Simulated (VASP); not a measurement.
ZrB, 2 atoms in the cell. It takes space group Fm-3m (No. 225, cubic). The conventional cell has a = 4.788 Å, b = 4.788 Å, c = 4.788 Å, α = 90.00°, β = 90.00°, γ = 90.00°. Within 3.2 Å of Zr (site symmetry m-3m) lie 6 B at 2.39 Å. Within 3.2 Å of B (site symmetry m-3m) lie 6 Zr at 2.39 Å. 

```yaml
Program: VASP 6.6.1
Task: single point
Functional: LDA
Potentials_or_basis: VASP PAW LDA potentials, release 64 (Zr_sv, B)
Cutoff: 500 eV
k_mesh: 12 × 12 × 12
Occupations: methfessel-paxton, width 0.1 eV
Spin: no spin polarisation
Dipole_correction: no
Further_INCAR_settings: ALGO = Normal; EDIFF = 1e-06; NBANDS = 14
```

Potentials or basis: VASP PAW LDA potentials, release 64 (Zr_sv, B).

Launch:

```console
$ cat potpaw_LDA.64/Zr_sv/POTCAR potpaw_LDA.64/B/POTCAR > POTCAR
$ mpirun -np 1 vasp_std > vasp.out
```

Hardware: 1 thread of Intel(R) Xeon(R) 6975P-C (Granite Rapids), with other jobs on the host.

**Question.** How long does it take, and how much memory?

**Answer.** Run time: 12 s on 1 thread of Intel(R) Xeon(R) 6975P-C (Granite Rapids) (shared host), peak memory 0.15 GiB. Counts: scf iterations 12, k points 72.
